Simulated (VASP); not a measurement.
Here is a VASP 6.6.1 calculation.

INCAR

```
SYSTEM = LiPb4O8
  PREC = Accurate
  ENCUT = 600
  EDIFF = 1E-7
  ISMEAR = 0
  SIGMA = 0.1
  LREAL = .False.
  LASPH = .True.
  NELM = 60
  ALGO = Fast
  ISIF = 3
  LWAVE = .False.
  LCHARG = .False.
  GGA = PE
  IVDW = 12
  IBRION = 2
  NSW = 90
  EDIFFG = -0.025
```

The input KPOINTS:

```
Automatic mesh
0
Gamma
  6 6 4
  0 0 0
```

POSCAR

```
LiPb4O8
1.0
    5.1822020323      0.0000000000      0.0000000000
    0.0000000000      5.1822020323      0.0000000000
    0.0000000000      0.0000000000      6.8913352299
Pb O Li
4 8 1
Direct
    0.0000000000      0.0000000000     -0.0137884489
    0.0000000000      0.0000000000      0.4961500380
    0.5000000000      0.5000000000      0.2637884489
    0.5000000000      0.5000000000      0.7538499620
    0.2873871642      0.3250598513      0.0084054411
    0.3073438700      0.3017808990      0.5031774189
    0.1749401487      0.7873871642      0.2415945589
    0.1982191010      0.8073438700      0.7468225811
    0.7126128358      0.6749401487      0.0084054411
    0.6926561300      0.6982191010      0.5031774189
    0.8250598513      0.2126128358      0.2415945589
    0.8017808990      0.1926561300      0.7468225811
    0.0000000000      0.5000000000      0.1250000000
```

Potentials or basis: VASP PAW PBE potentials, release 64 (Pb_d, O, Li_sv).

The run is started by

```bash
$ cat potpaw_PBE.64/Pb_d/POTCAR potpaw_PBE.64/O/POTCAR potpaw_PBE.64/Li_sv/POTCAR > POTCAR
$ mpirun -np 1 vasp_std > vasp.out
```

Q: What does it give for the dispersion energy per atom?

A: -0.209 eV.

Q: Predict the band gap on the k mesh.

A: Zero (an odd number of electrons rules out a gap without spin polarisation).

Final structure:
```
Pb O Li
1.0
     5.18220    0.00000    0.00000
     0.00000    5.18220    0.00000
     0.00000    0.00000    6.89134
Pb O Li
4 8 1
Direct
  0.00000 0.00000 0.98621
  0.00000 0.00000 0.49615
  0.50000 0.50000 0.26379
  0.50000 0.50000 0.75385
  0.28739 0.32506 0.00841
  0.30734 0.30178 0.50318
  0.17494 0.78739 0.24159
  0.19822 0.80734 0.74682
  0.71261 0.67494 0.00841
  0.69266 0.69822 0.50318
  0.82506 0.21261 0.24159
  0.80178 0.19266 0.74682
  0.00000 0.50000 0.12500
```

Caveat: the relaxation stopped at its first step, so nothing moved; spin-orbit coupling is left out, which moves the levels of the heavy elements; an odd number of electrons without spin polarisation forces a metal; a magnetic or distorted state may lie lower.
